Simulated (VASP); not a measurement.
# Tl (Fm-3m) in VASP: settings compared

Tl is run at these levels: HSE06, PBE; tasks: single point.

All numbers are computed with VASP 6.6.1; they aren't measurements. Logs are shortened: lines on timing, memory, paths and dates and some standing lists are left out, and cuts for length are marked.

## (1) The cell of the first run

It takes space group Fm-3m (No. 225, cubic). Conventional cell: a = 5.000 Å, b = 5.000 Å, c = 5.000 Å, α = 90.00°, β = 90.00°, γ = 90.00°. Tl (site symmetry m-3m) has 12 Tl at 3.54 Å within 4.6 Å.

## (2) Single point, HSE06

POSCAR

```
Tl
1.0
    0.0000000000      2.5002470201      2.5002470201
    2.5002470201      0.0000000000      2.5002470201
    2.5002470201      2.5002470201      0.0000000000
Tl
1
Direct
    0.0000000000      0.0000000000      0.0000000000
```

INCAR.step1

```
SYSTEM = Tl
PREC     = Accurate       ! precision mode
ENCUT    = 520            ! plane-wave cutoff, eV
EDIFF    = 1E-5           ! SCF threshold, eV
ISMEAR   = -1             ! smearing method
SIGMA    = 0.1            ! smearing width, eV
LREAL    = .FALSE.        ! projectors in reciprocal space
LASPH    = .TRUE.         ! aspherical terms in the spheres
NELM     = 60             ! most SCF steps
ALGO     = Normal         ! electronic algorithm
ISIF     = 2              ! what is computed and relaxed
LWAVE    = .TRUE.         ! write WAVECAR
LCHARG   = .FALSE.        ! write CHGCAR
NBANDS   = 12             ! bands
GGA      = PE             ! functional
```

INCAR.step2

```
SYSTEM = Tl
PREC     = Accurate       ! precision mode
ENCUT    = 520            ! plane-wave cutoff, eV
EDIFF    = 1E-6           ! SCF threshold, eV
ISMEAR   = -1             ! smearing method
SIGMA    = 0.1            ! smearing width, eV
LREAL    = .FALSE.        ! projectors in reciprocal space
LASPH    = .TRUE.         ! aspherical terms in the spheres
NELM     = 60             ! most SCF steps
ALGO     = Normal         ! electronic algorithm
ISIF     = 2              ! what is computed and relaxed
LWAVE    = .FALSE.        ! write WAVECAR
LCHARG   = .FALSE.        ! write CHGCAR
GGA      = PE             ! functional
LHFCALC  = .TRUE.         ! exact exchange
HFSCREEN = 0.2079         ! screening, 1/A
PRECFOCK = Normal       
NBANDS   = 12             ! bands
ISTART   = 1
```

KPOINTS

```
Automatic mesh
0
G
  6 6 6
  0 0 0
```

Potentials or basis: VASP PAW PBE potentials, release 64 (Tl_d).

The run is started by

```sh
$ cat potpaw_PBE.64/Tl_d/POTCAR > POTCAR
$ cp INCAR.step1 INCAR
$ mpirun -np 1 vasp_std > vasp.out
$ cp INCAR.step2 INCAR
$ mpirun -np 1 vasp_std > vasp.out
```

OUTCAR:

```text
SYSTEM = Tl
   PREC = Accurate
   ENCUT = 520
   EDIFF = 1E-6
   ISMEAR = -1
   LREAL = .FALSE.
   LASPH = .TRUE.
   NELM = 60
   ISIF = 2
   GGA = PE
   LHFCALC = .TRUE.
   HFSCREEN = 0.2079
   PRECFOCK = Normal
   ISTART = 1

 ion  position               nearest neighbor table
   1  0.000  0.000  0.000-

  LATTYP: Found a face centered cubic cell.
 ALAT       =     5.0004940402

  Lattice vectors:

 A1 = (   0.0000000000,   2.5002470201,   2.5002470201)
 A2 = (   2.5002470201,   0.0000000000,   2.5002470201)
 A3 = (   2.5002470201,   2.5002470201,   0.0000000000)

Analysis of symmetry for initial positions (statically):
=====================================================================
 Subroutine PRICEL returns:
 Original cell was already a primitive cell.

 Routine SETGRP: Setting up the symmetry group for a
 face centered cubic supercell.

 Subroutine GETGRP returns: Found 48 space group operations
 (whereof 48 operations were pure point group operations)
 out of a pool of 48 trial point group operations.

The static configuration has the point symmetry O_h .

Analysis of symmetry for dynamics (positions and initial velocities):
=====================================================================
 Subroutine PRICEL returns:
 Original cell was already a primitive cell.

 Routine SETGRP: Setting up the symmetry group for a
 face centered cubic supercell.

 Subroutine GETGRP returns: Found 48 space group operations
 (whereof 48 operations were pure point group operations)
 out of a pool of 48 trial point group operations.

The dynamic configuration has the point symmetry O_h .

 Subroutine INISYM returns: Found 48 space group operations
 (whereof 48 operations are pure point group operations),
 and found     1 'primitive' translations

----------------------------------------------------------------------------------------

                                     Primitive cell

  volume of cell :      31.2593

  direct lattice vectors                    reciprocal lattice vectors
     0.000000000  2.500247020  2.500247020    -0.199980240  0.199980240  0.199980240
     2.500247020  0.000000000  2.500247020     0.199980240 -0.199980240  0.199980240
     2.500247020  2.500247020  0.000000000     0.199980240  0.199980240 -0.199980240

  length of vectors
     3.535883245  3.535883245  3.535883245     0.346375937  0.346375937  0.346375937

  position of ions in fractional coordinates (direct lattice)
     0.000000000  0.000000000  0.000000000

  ion indices of the primitive-cell ions
   primitive index   ion index
                 1           1

----------------------------------------------------------------------------------------

 KPOINTS: Automatic mesh

Automatic generation of k-mesh.
 Grid dimensions read from file:
 generate k-points for:    6    6    6

 Generating k-lattice:

  Cartesian coordinates                     Fractional coordinates (reciprocal lattice)
    -0.033330040  0.033330040  0.033330040     0.166666667  0.000000000  0.000000000
     0.033330040 -0.033330040  0.033330040     0.000000000  0.166666667  0.000000000
     0.033330040  0.033330040 -0.033330040     0.000000000  0.000000000  0.166666667

  Length of vectors
     0.057729323  0.057729323  0.057729323

  Shift w.r.t. Gamma in fractional coordinates (k-lattice)
     0.000000000  0.000000000  0.000000000

 Subroutine IBZKPT returns following result:
 ===========================================

 Found     16 irreducible k-points:

 Following reciprocal coordinates:
            Coordinates               Weight
  0.000000  0.000000  0.000000      1.000000
  0.166667  0.000000  0.000000      8.000000
  0.333333  0.000000  0.000000      8.000000
  0.500000  0.000000  0.000000      4.000000
  0.166667  0.166667  0.000000      6.000000
  0.333333  0.166667  0.000000     24.000000
[... 8 lines left out ...]
 -0.333333  0.333333  0.166667     24.000000
 -0.333333  0.500000  0.166667     12.000000
   k-points           NKPTS =     16   k-points in BZ     NKDIM =    216   number of bands    NBANDS=     12
   number of dos      NEDOS =    301   number of ions     NIONS =      1
   total plane-waves  NPLWV =  21952
   dimension x,y,z NGX =    28 NGY =   28 NGZ =   28
   dimension x,y,z NGXF=    56 NGYF=   56 NGZF=   56
   ions per type =               1
   NGX,Y,Z   is equivalent  to a cutoff of  13.16, 13.16, 13.16 a.u.
   NGXF,Y,Z  is equivalent  to a cutoff of  26.33, 26.33, 26.33 a.u.
 SYSTEM =  Tl
   PREC   = accura    normal or accurate (medium, high low for compatibility)
   ISTART =      1    job   : 0-new  1-cont  2-samecut
   ICHARG =      0    charge: 1-file 2-atom 10-const
   ISPIN  =      1    spin polarized calculation?
   LNONCOLLINEAR =      F non collinear calculations
   LSORBIT =      F    spin-orbit coupling
   LASPH  =      T    aspherical Exc in radial PAW
   ENCUT  =  520.0 eV  38.22 Ry    6.18 a.u.   6.57  6.57  6.57*2*pi/ulx,y,z
   NELM   =     60;   NELMIN=  2; NELMDL=  0     # of ELM steps
   EDIFF  = 0.1E-05   stopping-criterion for ELM
   LREAL  =      F    real-space projection
   EDIFFG = 0.1E-04   stopping-criterion for IOM
   NSW    =      0    number of steps for IOM
   IBRION =     -1    ionic relax: 0-MD 1-quasi-New 2-CG
   NFREE  =      0    steps in history (QN), initial steepest desc. (CG)
   ISIF   =      2    stress and relaxation
   ISYM   =      3    0-nonsym 1-usesym 2-fastsym
   POTIM  = 0.5000    time-step for ionic-motion
   TEBEG  =    0.0;   TEEND  =   0.0 temperature during run
   PSTRESS=    0.0 pullay stress
   NELECT =      13.0000    total number of electrons
   NUPDOWN=      -1.0000    fix difference up-down
   EMIN   =  10.00;   EMAX   =-10.00  energy-range for DOS
   EFERMI =   0.00;   METHOD = LEGACY
   ISMEAR =    -1;   SIGMA  =   0.10  broadening in eV -4-tet -1-fermi 0-gaus
   EFERMI_NEDOS =   21; number of points for ismear=-14 and -15
   IALGO  =     38    algorithm
   IMIX   =      1    mixing-type and parameters
     AMIX     =   0.40;   BMIX     =  1.00
     AMIX_MAG =   1.60;   BMIX_MAG =  1.00
  volume/ion in A,a.u.               =      31.26       210.95
  Fermi-wavevector in a.u.,A,eV,Ry     =   1.221977  2.309202 20.316597  1.493228
  Thomas-Fermi vector in A             =   2.357140
   LORBIT       =      0    0 simple, 1 ext, 2 COOP (PROOUT), +10 PAW based schemes
   GGA     = PE    functional components
   LHFCALC =     T    Hartree Fock is set to
   PRECFOCK=normal    Normal, Fast or Accurate (Low or Medium for compatibility)
   ENCUT4O =  -1.0   cutoff for four orbital integrals eV
   NKREDX  =     1    reduce k-point grid by
   NKREDY  =     1    reduce k-point grid by
   NKREDZ  =     1    reduce k-point grid by
   AEXX    =    0.2500 exact exchange contribution
   HFSCREEN=    0.2079 screening length (either q_TF or 0.3 A-1)
   HFSCREENC=   0.2079 screening length for correlation (either q_TF or 0.3 A-1)
   ENCUTFOCK=  -1.0 apply spherical cutoff to Coloumb kernel
   IVDW    =     0    specifies the selected vdW correction
   LEPSILON=     F    determine dielectric tensor
   LRPA    =     F    only Hartree local field effects (RPA)
 non-spin polarized calculation
  energy-cutoff  :      520.00
  volume of cell :       31.26
 maximum number of plane-waves:       869
 NGX is ok and might be reduce to    28
  NGX = 20; NGY = 20; NGZ = 20

 number of electron      13.0000002 magnetization

 Free energy of the ion-electron system (eV)
  ---------------------------------------------------
  ext. energy  EPLUGINS =         0.00000000
  ---------------------------------------------------
  free energy    TOTEN  =        -2.49163974 eV

  energy without entropy =       -2.46847716  energy(sigma->0) =       -2.48005845

 E-fermi :   5.5062     XC(G=0):  -8.1002

 val. band max:        5.4469234496   @ k =   0.5000   0.3333   0.0000
 cond. band min:       5.6708105903   @ k =  -0.3333   0.3333   0.0000
 fundamental gap:      0.2238871407
 Fermi energy:         5.5062348726

 k-point     1 :       0.0000    0.0000    0.0000
  band No.  band energies     occupation
      1      -7.6156      2.00000
      2      -7.6156      2.00000
      3      -7.6156      2.00000
      4      -7.3876      2.00000
      5      -7.3876      2.00000
      6      -4.9983      2.00000
      7      15.9917      0.00000
      8      15.9917      0.00000
      9      15.9917      0.00000
     10      17.0922      0.00000
     11      19.6418      0.00000
     12      20.6202      0.00000

 k-point     2 :       0.1667    0.0000    0.0000
  band No.  band energies     occupation
      1      -7.6350      2.00000
      2      -7.5695      2.00000
      3      -7.5695      2.00000
      4      -7.3823      2.00000
      5      -7.3823      2.00000
      6      -4.3732      2.00000
      7      11.5095      0.00000
      8      15.3930      0.00000
      9      15.3930      0.00000
     10      16.8124      0.00000
     11      20.1477      0.00000
     12      21.1049      0.00000

 k-point     3 :       0.3333    0.0000    0.0000
  band No.  band energies     occupation
      1      -7.7061      2.00000
      2      -7.5771      2.00000
      3      -7.5771      2.00000
      4      -7.2663      2.00000
      5      -7.2663      2.00000
      6      -2.4728      2.00000
      7       6.1284      0.00396
      8      14.4261      0.00000
      9      14.4261      0.00000
     10      16.5667      0.00000
     11      18.4953      0.00000
     12      19.6268      0.00000
[... 166 lines left out ...]
 k-point    15 :      -0.3333    0.3333    0.1667
  band No.  band energies     occupation
      1      -7.6512      2.00000
      2      -7.5995      2.00000
      3      -7.4444      2.00000
      4      -7.3596      2.00000
      5      -7.1822      2.00000
      6       0.8679      2.00000
      7       4.6333      1.99968
      8       7.8061      0.00000
      9       9.8283      0.00000
     10      17.2987      0.00000
     11      19.3793      0.00000
     12      22.1650      0.00000

 k-point    16 :      -0.3333    0.5000    0.1667
  band No.  band energies     occupation
      1      -7.7341      2.00000
      2      -7.6923      2.00000
      3      -7.3511      2.00000
      4      -7.2856      2.00000
      5      -7.1289      2.00000
      6       1.5848      2.00000
      7       4.9125      1.99474
      8       7.5906      0.00000
      9       8.2171      0.00000
     10      16.8191      0.00000
     11      17.6062      0.00000
     12      22.6754      0.00000

------------------------ aborting loop because EDIFF is reached ----------------------------------------

  FORCE on cell =-STRESS in cart. coord.  units (eV):
  Direction    XX          YY          ZZ          XY          YZ          ZX
  --------------------------------------------------------------------------------------
  -------------------------------------------------------------------------------------
  Total       -0.1832869     -0.1832869     -0.1832869     -0.0000000     -0.0000000      0.0000000
  in kB       -9.3942764     -9.3942764     -9.3942764     -0.0000000     -0.0000000      0.0000000
  external PRESSURE =      -9.3942764 kB  Pullay stress =       0.0000000 kB

 VOLUME and BASIS-vectors are now :
 -----------------------------------------------------------------------------
  energy-cutoff  :      520.00
  volume of cell :       31.26
      direct lattice vectors                 reciprocal lattice vectors
     0.000000000  2.500247020  2.500247020    -0.199980240  0.199980240  0.199980240
     2.500247020  0.000000000  2.500247020     0.199980240 -0.199980240  0.199980240
     2.500247020  2.500247020  0.000000000     0.199980240  0.199980240 -0.199980240

 POSITION                                       TOTAL-FORCE (eV/Angst)
 -----------------------------------------------------------------------------------
      0.00000      0.00000      0.00000        -0.000000      0.000000     -0.000000
 -----------------------------------------------------------------------------------
    total drift:                               -0.000001     -0.000002     -0.000002

  FREE ENERGIE OF THE ION-ELECTRON SYSTEM (eV)
  ---------------------------------------------------
  free  energy   TOTEN  =        -2.4916397437 eV

  energy  without entropy=       -2.4684771628  energy(sigma->0) =       -2.48005845
```

Wall time 11 min (1 thread of Intel Xeon Platinum 8488C (Sapphire Rapids), shared host); peak memory 0.27 GiB.

Results:

| Item | Value |
| --- | --- |
| Free energy | -2.4916 eV |
| Pressure | -0.9 GPa |

Levels at points of the mesh, in eV from the Fermi level:
```csv
k point,band 4,band 5,band 6,band 7,band 8,band 9
"(0.00, 0.00, 0.00)",-12.89,-12.89,-10.50,10.49,10.49,10.49
"(0.50, 0.00, 0.00)",-12.69,-12.69,-5.80,-2.80,8.48,8.48
"(0.50, 0.50, 0.00)",-12.64,-12.64,-4.02,-1.65,4.43,4.43
```

Caveat: the k points lie up to 0.36 Å⁻¹ apart; the PAW data sets were made with another functional, which shifts forces and pressure a little; spin-orbit coupling is left out, which moves the levels of the heavy elements.

[end of part 1 of 2]
